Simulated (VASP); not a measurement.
Runs of VASP 6.6.1 on ZrB. The structure is that of space group Fm-3m (No. 225), or close to it. The cells are those of the table. 

```tsv
cell	gap on the mesh (eV)	pressure (GPa)
a = 3.221 Å, angles 60.0°, 2 atoms	none	(b)
a = 3.288 Å, angles 60.0°, 2 atoms	none	(a)
a = 3.310 Å, angles 60.0°, 2 atoms	none	31.2
a = 3.353 Å, angles 60.0°, 2 atoms	none	21.3
a = 3.331 Å, angles 60.0°, 2 atoms	none	26.1
```

Alike in all rows: task single point; level r2SCAN; potentials or basis VASP PAW PBE potentials, release 64 (Zr_sv, B); no spin polarisation; k mesh 9 × 9 × 9; cutoff (eV) 520; smearing fermi-dirac 0.1 eV.

**Question.** Fill in the values left out.

**Answer.** (a) 36.9; (b) 56.9.

Caveats: the PAW data sets were made with another functional, which shifts forces and pressure a little.

A k mesh can miss the band edges, and the runs leave out spin-orbit coupling on Zr.

A gap of «none» marks levels without a gap at the run's occupations.
